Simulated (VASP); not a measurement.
# NbIn2S3 (P-4m2) in VASP: further runs

Runs on NbIn2S3. Level: PBE. Tasks: relaxation of cell and atoms, single point.

Everything below comes from runs of VASP 6.6.1. Logs are shortened: lines on timing, memory, paths and dates and some standing lists are left out, and cuts for length are marked.

### 1 The cell of the first run

Symmetry: P-4m2, No. 115, tetragonal system. Conventional cell: a = 3.514 Å, b = 3.514 Å, c = 10.477 Å, α = 90.00°, β = 90.00°, γ = 90.00°. Nb (site symmetry -4m2) has 4 S at 2.48 Å within 3.3 Å. Within 3.5 Å of In (site symmetry 2mm) lie 6 S at 2.67 to 3.30 Å and 2 Nb at 3.30 Å. S (site symmetry 2mm) has 4 In at 2.67 Å within 3.5 Å. S (site symmetry -4m2) has 4 Nb at 2.48 Å within 3.3 Å.

### 2 Relaxation of cell and atoms, PBE

Contents of INCAR:

```
SYSTEM = NbIn2S3
PREC     = Accurate       ! precision mode
ENCUT    = 600            ! plane-wave cutoff, eV
EDIFF    = 1E-6           ! SCF threshold, eV
ISMEAR   = 0              ! smearing method
SIGMA    = 0.1            ! smearing width, eV
LREAL    = .FALSE.        ! projectors in reciprocal space
LASPH    = .TRUE.         ! aspherical terms in the spheres
NELM     = 80             ! most SCF steps
ALGO     = Normal         ! electronic algorithm
ISIF     = 3              ! what is computed and relaxed
LWAVE    = .FALSE.        ! write WAVECAR
LCHARG   = .FALSE.        ! write CHGCAR
GGA      = PE             ! functional
IBRION   = 2              ! ionic algorithm
NSW      = 90             ! ionic steps
EDIFFG   = -0.04          ! ionic threshold
```

Contents of KPOINTS:

```
regular mesh
0
G
  6 6 2
  0 0 0
```

Contents of POSCAR:

```
NbIn2S3
1.0
    3.5137048006      0.0000000000      0.0000000000
    0.0000000000      3.5137048006      0.0000000000
    0.0000000000      0.0000000000     10.4767065332
Nb In S
1 2 3
Direct
    0.5000000000      0.5000000000      0.0000000000
    0.5000000000      0.0000000000      0.7332949613
    0.0000000000      0.5000000000      0.2667050387
    0.5000000000      0.0000000000      0.3591914218
    0.0000000000      0.5000000000      0.6408085782
    0.0000000000      0.0000000000      0.0000000000
```

Potentials or basis: VASP PAW PBE potentials, release 64 (Nb_sv, In_d, S).

Command:

```
cat potpaw_PBE.64/Nb_sv/POTCAR potpaw_PBE.64/In_d/POTCAR potpaw_PBE.64/S/POTCAR > POTCAR
mpirun -np 1 vasp_std > vasp.out
```

OUTCAR:

```text
SYSTEM = NbIn2S3
   PREC = Accurate
   ENCUT = 600
   EDIFF = 1E-6
   ISMEAR = 0
   LREAL = .FALSE.
   LASPH = .TRUE.
   NELM = 80
   ISIF = 3
   GGA = PE
   IBRION = 2
   NSW = 90
   EDIFFG = -0.04

 ion  position               nearest neighbor table
   1  0.500  0.500  0.000-   6 2.48   6 2.48   6 2.48   6 2.48   3 3.30   3 3.30   2 3.30   2 3.30

   2  0.500  0.000  0.733-   5 2.67   5 2.67   5 2.67   5 2.67   1 3.30   6 3.30   6 3.30   1 3.30

   3  0.000  0.500  0.267-   4 2.67   4 2.67   4 2.67   4 2.67   6 3.30   1 3.30   6 3.30   1 3.30

   4  0.500  0.000  0.359-   3 2.67   3 2.67   3 2.67   3 2.67
   5  0.000  0.500  0.641-   2 2.67   2 2.67   2 2.67   2 2.67
   6  0.000  0.000  0.000-   1 2.48   1 2.48   1 2.48   1 2.48   3 3.30   3 3.30   2 3.30   2 3.30

  LATTYP: Found a simple tetragonal cell.
 ALAT       =     3.5137048006
 C/A-ratio  =     2.9816695277

  Lattice vectors:

 A1 = (   3.5137048006,   0.0000000000,   0.0000000000)
 A2 = (   0.0000000000,   3.5137048006,   0.0000000000)
 A3 = (   0.0000000000,   0.0000000000,  10.4767065332)

Analysis of symmetry for initial positions (statically):
=====================================================================
 Subroutine PRICEL returns:
 Original cell was already a primitive cell.

 Routine SETGRP: Setting up the symmetry group for a
 simple tetragonal supercell.

 Subroutine GETGRP returns: Found  8 space group operations
 (whereof  8 operations were pure point group operations)
 out of a pool of 16 trial point group operations.

The static configuration has the point symmetry D_2d.

Analysis of symmetry for dynamics (positions and initial velocities):
=====================================================================
 Subroutine PRICEL returns:
 Original cell was already a primitive cell.

 Routine SETGRP: Setting up the symmetry group for a
 simple tetragonal supercell.

 Subroutine GETGRP returns: Found  8 space group operations
 (whereof  8 operations were pure point group operations)
 out of a pool of 16 trial point group operations.

The dynamic configuration has the point symmetry D_2d.

 Subroutine INISYM returns: Found  8 space group operations
 (whereof  8 operations are pure point group operations),
 and found     1 'primitive' translations

----------------------------------------------------------------------------------------

                                     Primitive cell

  volume of cell :     129.3467

  direct lattice vectors                    reciprocal lattice vectors
     3.513704801  0.000000000  0.000000000     0.284599890  0.000000000  0.000000000
     0.000000000  3.513704801  0.000000000     0.000000000  0.284599890  0.000000000
     0.000000000  0.000000000 10.476706533     0.000000000  0.000000000  0.095449844

  length of vectors
     3.513704801  3.513704801 10.476706533     0.284599890  0.284599890  0.095449844

  position of ions in fractional coordinates (direct lattice)
     0.500000000  0.500000000  0.000000000
     0.500000000  0.000000000  0.733294961
     0.000000000  0.500000000  0.266705039
     0.500000000  0.000000000  0.359191422
     0.000000000  0.500000000  0.640808578
     0.000000000  0.000000000  0.000000000

  ion indices of the primitive-cell ions
   primitive index   ion index
                 1           1
                 2           2
                 3           3
                 4           4
                 5           5
                 6           6

----------------------------------------------------------------------------------------

 KPOINTS: regular mesh

Automatic generation of k-mesh.
 Grid dimensions read from file:
 generate k-points for:    6    6    2

 Generating k-lattice:

  Cartesian coordinates                     Fractional coordinates (reciprocal lattice)
     0.047433315  0.000000000  0.000000000     0.166666667  0.000000000  0.000000000
     0.000000000  0.047433315  0.000000000     0.000000000  0.166666667  0.000000000
     0.000000000  0.000000000  0.047724922     0.000000000  0.000000000  0.500000000

  Length of vectors
     0.047433315  0.047433315  0.047724922

  Shift w.r.t. Gamma in fractional coordinates (k-lattice)
     0.000000000  0.000000000  0.000000000

 Subroutine IBZKPT returns following result:
 ===========================================

 Found     20 irreducible k-points:

 Following reciprocal coordinates:
            Coordinates               Weight
  0.000000  0.000000  0.000000      1.000000
  0.166667  0.000000  0.000000      4.000000
  0.333333  0.000000  0.000000      4.000000
  0.500000  0.000000  0.000000      2.000000
  0.166667  0.166667  0.000000      4.000000
  0.333333  0.166667  0.000000      8.000000
[... 12 lines left out ...]
  0.500000  0.333333  0.500000      4.000000
  0.500000  0.500000  0.500000      1.000000
   k-points           NKPTS =     20   k-points in BZ     NKDIM =     20   number of bands    NBANDS=     34
   number of dos      NEDOS =    301   number of ions     NIONS =      6
   total plane-waves  NPLWV =  65856
   dimension x,y,z NGX =    28 NGY =   28 NGZ =   84
   dimension x,y,z NGXF=    56 NGYF=   56 NGZF=  168
   ions per type =               1   2   3
   NGX,Y,Z   is equivalent  to a cutoff of  13.25, 13.25, 13.33 a.u.
   NGXF,Y,Z  is equivalent  to a cutoff of  26.50, 26.50, 26.66 a.u.
 SYSTEM =  NbIn2S3
   PREC   = accura    normal or accurate (medium, high low for compatibility)
   ISTART =      0    job   : 0-new  1-cont  2-samecut
   ICHARG =      2    charge: 1-file 2-atom 10-const
   ISPIN  =      1    spin polarized calculation?
   LNONCOLLINEAR =      F non collinear calculations
   LSORBIT =      F    spin-orbit coupling
   LASPH  =      T    aspherical Exc in radial PAW
   ENCUT  =  600.0 eV  44.10 Ry    6.64 a.u.   7.02  7.02 20.92*2*pi/ulx,y,z
   NELM   =     80;   NELMIN=  2; NELMDL= -5     # of ELM steps
   EDIFF  = 0.1E-05   stopping-criterion for ELM
   LREAL  =      F    real-space projection
   EDIFFG = -.4E-01   stopping-criterion for IOM
   NSW    =     90    number of steps for IOM
   IBRION =      2    ionic relax: 0-MD 1-quasi-New 2-CG
   NFREE  =      1    steps in history (QN), initial steepest desc. (CG)
   ISIF   =      3    stress and relaxation
   ISYM   =      2    0-nonsym 1-usesym 2-fastsym
   POTIM  = 0.5000    time-step for ionic-motion
   TEBEG  =    0.0;   TEEND  =   0.0 temperature during run
   PSTRESS=    0.0 pullay stress
   NELECT =      57.0000    total number of electrons
   NUPDOWN=      -1.0000    fix difference up-down
   EMIN   =  10.00;   EMAX   =-10.00  energy-range for DOS
   EFERMI =   0.00;   METHOD = LEGACY
   ISMEAR =     0;   SIGMA  =   0.10  broadening in eV -4-tet -1-fermi 0-gaus
   EFERMI_NEDOS =   21; number of points for ismear=-14 and -15
   IALGO  =     38    algorithm
   IMIX   =      4    mixing-type and parameters
     AMIX     =   0.40;   BMIX     =  1.00
     AMIX_MAG =   1.60;   BMIX_MAG =  1.00
  volume/ion in A,a.u.               =      21.56       145.48
  Fermi-wavevector in a.u.,A,eV,Ry     =   1.245799  2.354219 21.116451  1.552015
  Thomas-Fermi vector in A             =   2.380005
   LORBIT       =      0    0 simple, 1 ext, 2 COOP (PROOUT), +10 PAW based schemes
   GGA     = PE    functional components
   LHFCALC =     F    Hartree Fock is set to
   AEXX    =    0.0000 exact exchange contribution
   IVDW    =     0    specifies the selected vdW correction
   LEPSILON=     F    determine dielectric tensor
   LRPA    =     F    only Hartree local field effects (RPA)
 conjugate gradient relaxation of ions
 non-spin polarized calculation
 Gauss-broadening in eV      SIGMA  =   0.10
  energy-cutoff  :      600.00
  volume of cell :      129.35
 maximum number of plane-waves:      4340
   NGX = 15   NGY = 15   NGZ = 41

--------------------------------------- Ionic step        1  -------------------------------------------

 number of electron      57.0000023 magnetization

 Free energy of the ion-electron system (eV)
  ---------------------------------------------------
  ext. energy  EPLUGINS =         0.00000000
  ---------------------------------------------------
  free energy    TOTEN  =       -28.79259222 eV

  energy without entropy =      -28.76969226  energy(sigma->0) =      -28.78114224

------------------------ aborting loop because EDIFF is reached ----------------------------------------

  FORCE on cell =-STRESS in cart. coord.  units (eV):
  Direction    XX          YY          ZZ          XY          YZ          ZX
  --------------------------------------------------------------------------------------
  -------------------------------------------------------------------------------------
  Total        0.2863753      0.2863753     -0.3040022      0.0000000      0.0000000      0.0000000
  in kB        3.5472414      3.5472414     -3.7655813      0.0000000      0.0000000      0.0000000
  external PRESSURE =       1.1096338 kB  Pullay stress =       0.0000000 kB
[... 145 lines left out ...]
  energy  without entropy=      -28.7762724691  energy(sigma->0) =      -28.78816942

--------------------------------------- Ionic step        5  -------------------------------------------

 number of electron      57.0000018 magnetization

 Free energy of the ion-electron system (eV)
  ---------------------------------------------------
  ext. energy  EPLUGINS =         0.00000000
  ---------------------------------------------------
  free energy    TOTEN  =       -28.80031888 eV

  energy without entropy =      -28.77659500  energy(sigma->0) =      -28.78845694

 E-fermi :   7.0931     XC(G=0): -10.2579

 val. band max:        7.0786553631   @ k =   0.5000   0.3333   0.0000
 cond. band min:       7.0995950103   @ k =   0.5000   0.1667   0.5000
 fundamental gap:      0.0209396472
 Fermi energy:         7.0930946146

 k-point     1 :       0.0000    0.0000    0.0000
  band No.  band energies     occupation
      1     -48.6166      2.00000
      2     -24.7849      2.00000
      3     -24.7849      2.00000
      4     -24.4451      2.00000
      5      -7.9908      2.00000
      6      -7.7592      2.00000
[... 762 lines left out ...]
  FREE ENERGIE OF THE ION-ELECTRON SYSTEM (eV)
  ---------------------------------------------------
  free  energy   TOTEN  =       -28.8003188798 eV

  energy  without entropy=      -28.7765949961  energy(sigma->0) =      -28.78845694

 reached required accuracy - stopping structural energy minimisation
```

Run time: 3.2 min. Hardware: 1 thread of Intel Xeon 6975P-C (Granite Rapids), shared host; peak memory 0.32 GiB.

Results:

```
Free energy                            : -28.8003 eV
Relaxed volume                         : 21.54 Å³/atom
Relaxed cell                           : a = 3.529 Å, b = 3.529 Å, c = 10.378 Å, α = 90.00°, β = 90.00°, γ = 90.00°
Space group after relaxing (to 0.05 Å) : P-4m2 (No. 115)
Energy gained by relaxing              : 1.3 meV/atom
Ionic steps                            : 5
Pressure after relaxing                : 0.0 GPa
Largest force after relaxing           : 0.021 eV/Å
```

Forces on the atoms (eV/Å):
```
Nb   0.000  0.000  0.000
In   0.000  0.000 -0.021
In   0.000  0.000  0.021
S    0.000  0.000  0.008
S    0.000  0.000 -0.008
S    0.000  0.000  0.000
```

Step by step:
| step | energy change (eV) | largest force (eV/Å) | pressure (GPa) | volume (Å³) |
| --- | --- | --- | --- | --- |
| 1 | 0.0000 | 0.1222 | 0.11 | 129.35 |
| 2 | -0.0037 | 0.1008 | -0.14 | 129.63 |
| 3 | -0.0055 | 0.0792 | -0.48 | 130.00 |
| 4 | -0.0075 | 0.0406 | -0.15 | 129.48 |
| 5 | -0.0077 | 0.0208 | 0.03 | 129.22 |

Final structure:
```
CELL_PARAMETERS angstrom
3.52852 0.00000 0.00000
0.00000 3.52852 0.00000
0.00000 0.00000 10.37847
ATOMIC_POSITIONS crystal
Nb 0.50000 0.50000 0.00000
In 0.50000 0.00000 0.73128
In 0.00000 0.50000 0.26872
S 0.50000 0.00000 0.35707
S 0.00000 0.50000 0.64293
S 0.00000 0.00000 0.00000
```

Levels at points of the mesh, in eV from the Fermi level:
```tsv
k point	band 25	band 26	band 27	band 28	band 29	band 30	band 31	band 32
(0.00, 0.00, 0.00)	-2.16	-2.01	-2.01	-1.49	-0.77	0.21	0.21	0.62
(0.50, 0.00, 0.00)	-1.39	-1.00	-0.96	0.54	0.57	0.59	1.15	1.78
(0.50, 0.50, 0.00)	-3.22	-3.22	-1.51	-1.51	-1.04	-1.04	-0.10	1.67
(0.00, 0.00, 0.50)	-2.23	-1.93	-1.93	-0.77	-0.44	-0.39	0.20	0.20
(0.50, 0.00, 0.50)	-1.61	-1.00	-0.96	0.16	0.58	0.96	1.14	1.77
(0.50, 0.50, 0.50)	-3.09	-3.09	-2.02	-2.02	-0.55	-0.55	0.02	1.67
```

Caveat: spin-orbit coupling is left out, which moves the levels of the heavy elements.

### 3 Single point, PBE

This run uses another cell than the first one, of 21.37 Å³/atom, 0.991 times its volume.

Contents of INCAR:

```
PREC = Accurate
ENCUT = 520
EDIFF = 1E-6
ISMEAR = 0
SIGMA = 0.1
LREAL = False
LASPH = True
NELM = 60
ALGO = Normal
ISIF = 2
LWAVE = False
LCHARG = True
GGA = PE
LELF = True
LVHAR = True
NBANDS = 38
```

Contents of KPOINTS:

```
regular mesh
0
Gamma
  10 10 4
```

Contents of POSCAR:

```
NbIn2S3
1.0
    3.5310016061      0.0000000000      0.0000000000
    0.0000000000      3.5310016061      0.0000000000
    0.0000000000      0.0000000000     10.2849224857
Nb In S
1 2 3
Direct
    0.5000000000      0.5000000000      0.0000000000
    0.5000000000      0.0000000000      0.7300603322
    0.0000000000      0.5000000000      0.2699396678
    0.5000000000      0.0000000000      0.3599077823
    0.0000000000      0.5000000000      0.6400922177
    0.0000000000      0.0000000000      0.0000000000
```

Potentials or basis: VASP PAW PBE potentials, release 64 (Nb_sv, In_d, S).

Command:

```
cat potpaw_PBE.64/Nb_sv/POTCAR potpaw_PBE.64/In_d/POTCAR potpaw_PBE.64/S/POTCAR > POTCAR
mpirun -np 1 vasp_std > vasp.out
```

It took 3 min on 1 thread of Intel Xeon 6975P-C (Granite Rapids), shared host; peak memory 0.42 GiB.

Results (log left out):

| Quantity | Value |
| --- | --- |
| Free energy | -28.8235 eV |
| Pressure | -0.1 GPa |
| Largest force | 0.004 eV/Å |

Forces in eV/Å, atoms in the order of the input:
```
Nb   0.000  0.000  0.000
In   0.000  0.000  0.001
In   0.000  0.000 -0.001
S    0.000  0.000 -0.004
S    0.000  0.000  0.004
S    0.000  0.000  0.000
```

Levels at points of the mesh, in eV from the Fermi level:
| k point | band 25 | band 26 | band 27 | band 28 | band 29 | band 30 | band 31 | band 32 | band 33 | band 34 |
| --- | --- | --- | --- | --- | --- | --- | --- | --- | --- | --- |
| (0.00, 0.00, 0.00) | -2.21 | -2.01 | -2.01 | -1.55 | -0.74 | 0.21 | 0.21 | 0.62 | 0.70 | 2.70 |
| (0.50, 0.00, 0.00) | -1.40 | -1.03 | -1.00 | 0.56 | 0.56 | 0.56 | 1.16 | 1.77 | 3.43 | 4.26 |
| (0.50, 0.50, 0.00) | -3.26 | -3.20 | -1.54 | -1.54 | -1.05 | -1.05 | -0.14 | 1.69 | 2.05 | 2.13 |
| (0.00, 0.00, 0.50) | -2.28 | -1.93 | -1.93 | -0.74 | -0.47 | -0.41 | 0.19 | 0.19 | 0.77 | 2.47 |
| (0.50, 0.00, 0.50) | -1.63 | -1.03 | -1.00 | 0.14 | 0.56 | 0.95 | 1.16 | 1.76 | 3.67 | 3.84 |
| (0.50, 0.50, 0.50) | -3.11 | -3.11 | -2.09 | -2.09 | -0.52 | -0.52 | 0.00 | 1.69 | 2.18 | 2.19 |

Caveat: spin-orbit coupling is left out, which moves the levels of the heavy elements.

### 4 Single point, PBE, collinear spin, ferromagnetic start

This run uses another cell than the first one, of 19.75 Å³/atom, 0.916 times its volume.

Contents of INCAR:

```
PREC = Accurate
ENCUT = 520
EDIFF = 1E-6
ISMEAR = 0
SIGMA = 0.1
LREAL = F
LASPH = T
NELM = 150
ALGO = Normal
ISIF = 2
LWAVE = F
LCHARG = F
ISPIN = 2
MAGMOM = 1.03 0.01 0.01 0.1 0.1 0.07
LORBIT = 11
LMAXMIX = 4
GGA = PE
NBANDS = 42
```

Contents of KPOINTS:

```
Automatic mesh
0
Gamma
  4 4 2
```

Contents of POSCAR:

```
NbIn2S3
1.0
    3.7524419600      0.0000000000      0.0000000000
    0.0000000000      3.7524419600      0.0000000000
    0.0000000000      0.0000000000      8.4161738600
Nb In S
1 2 3
Direct
    0.5000000000      0.5000000000      0.0000000000
    0.5000000000      0.0000000000      0.7344790700
    0.0000000000      0.5000000000      0.2655209300
    0.5000000000      0.0000000000      0.3861632900
    0.0000000000      0.5000000000      0.6138367100
    0.0000000000      0.0000000000      0.0000000000
```

Command:

```
cat potpaw_PBE.64/Nb_sv/POTCAR potpaw_PBE.64/In_d/POTCAR potpaw_PBE.64/S/POTCAR > POTCAR
mpirun -np 1 vasp_std > vasp.out
```

Wall time 72 s (1 thread of Intel Xeon 6975P-C (Granite Rapids), shared host); peak memory 0.29 GiB.

Results (log left out):

```yaml
Free_energy: -27.7401 eV
Pressure: -0.1 GPa
Largest_force: 2.244 eV/Å
Net_moment: 1.69 μB per cell
Site_moments: Nb +1.04; In +0.01; S +0.07, +0.04 μB
Valence_electrons_inside_the_program's_atomic_spheres: Nb 10.62; In 11.31; S 3.65, 3.70
```

Forces in eV/Å, atoms in the order of the input:
```
Nb   0.000  0.000  0.000
In   0.000  0.000 -2.244
In   0.000  0.000  2.244
S    0.000  0.000 -0.988
S    0.000  0.000  0.988
S    0.000  0.000  0.000
```

Stress tensor (GPa, compression positive):
```
-3.63  0.00  0.00
 0.00 -3.63  0.00
 0.00  0.00  6.92
```

Levels at points of the mesh, in eV from the Fermi level:
Spin up:
```
           k point  band 27  band 28  band 29  band 30  band 31  band 32
(0.00, 0.00, 0.00)    -1.68    -1.68    -0.73    -0.11    -0.11     0.73
(0.50, 0.00, 0.00)    -0.78    -0.43     0.23     0.46     0.74     1.56
(0.50, 0.50, 0.00)    -1.58    -1.58    -0.75     0.17     0.17     0.89
(0.00, 0.00, 0.50)    -1.08    -0.73    -0.73    -0.48    -0.48    -0.21
(0.50, 0.00, 0.50)    -1.18    -0.32    -0.06     0.41     1.24     1.45
(0.50, 0.50, 0.50)    -2.90    -2.90     0.04     0.88     1.12     1.12
```
Spin down:
```tsv
k point	band 24	band 25	band 26	band 27	band 28	band 29	band 30	band 31	band 32	band 33
(0.00, 0.00, 0.00)	-2.35	-2.33	-1.77	-1.39	-1.39	-0.26	0.69	0.69	1.38	2.15
(0.50, 0.00, 0.00)	-2.32	-1.09	-1.09	-0.51	0.59	0.69	1.11	1.36	2.06	3.94
(0.50, 0.50, 0.00)	-3.79	-3.28	-1.74	-1.16	-1.16	0.05	0.46	0.46	1.64	1.71
(0.00, 0.00, 0.50)	-2.63	-2.01	-0.99	-0.99	-0.26	-0.20	-0.08	0.46	0.46	1.45
(0.50, 0.00, 0.50)	-1.12	-1.10	-1.08	-0.84	0.26	0.68	1.09	1.64	2.13	3.52
(0.50, 0.50, 0.50)	-3.04	-3.04	-2.98	-2.56	-2.56	0.84	1.59	1.59	1.69	1.83
```

Caveat: the k points lie up to 0.42 Å⁻¹ apart; spin-orbit coupling is left out, which moves the levels of the heavy elements; forces of over 1 eV/Å act on the atoms, so gaps and moduli don't describe the material at rest.

(Continued in part 2 of 2.)
